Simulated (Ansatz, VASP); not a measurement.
**Ir: VASP beside Ansatz**

File INCAR:

```
PREC = Accurate
ENCUT = 500
EDIFF = 1E-6
ISMEAR = -1
SIGMA = 0.05
LREAL = False
LASPH = True
NELM = 120
ALGO = Normal
ISIF = 2
LWAVE = False
LCHARG = False
GGA = CA
NBANDS = 24
GGA_COMPAT = False
```

File KPOINTS:

```
Automatic mesh
0
Gamma
  11 11 6
```

File POSCAR:

```
Ir
1.0
    2.7695994713      0.0000000000      0.0000000000
   -1.3847997356      2.3985435004      0.0000000000
    0.0000000000      0.0000000000      4.4918424506
Ir
2
Direct
    0.3333333333      0.6666666667      0.2500000000
    0.6666666667      0.3333333333      0.7500000000
```

The input input.yaml:

```yaml
crystal:
  lattice:
    - [2.7695994713, 0.0, 0.0]
    - [-1.3847997356, 2.3985435004, 0.0]
    - [0.0, 0.0, 4.4918424506]
  atoms:
    - { symbol: Ir, position: [0.3333333333, 0.6666666667, 0.25] }
    - { symbol: Ir, position: [0.6666666667, 0.3333333333, 0.75] }
hamiltonian:
  xc: lda
  pseudopotentials: { kind: paw }
kpoints:
  mp_grid: { grid: [11, 11, 6] }
scf:
  occupations: { method: fermi_dirac, width: 0.05 }
output:
  forces: true
  stress: true
  eigenvalues: true
```

Alike in both runs: task single point; functional LDA; k mesh 11 × 11 × 6; occupations fermi-dirac, width 0.05 eV; no spin polarisation.

```csv
,VASP,Ansatz
version,VASP 6.6.1,Ansatz 0.2.0
potentials or method,"VASP PAW LDA potentials, release 64 (Ir_sv_GW)",Ansatz PAW
plane-wave cutoff (eV),500,420
valence electrons in the cell,34,34
```

Ansatz gave:

```
gap on the k mesh at the Fermi level (eV)                     : none
pressure (GPa)                                                : -23.6
traceless stress, the component that is largest in VASP (GPa) : -0.52
```

**Question.** What did VASP give for the same quantities?

**Answer.** gap on the k mesh at the Fermi level (eV): none; pressure (GPa): -25.3; traceless stress, the component that is largest in VASP (GPa): -0.52.

LDA's correlation is that of Perdew and Zunger in VASP and of Perdew and Wang (1992) in Ansatz. A gap of «none» marks a metal or a gap that the smearing closes.

Spin-orbit coupling is off throughout.
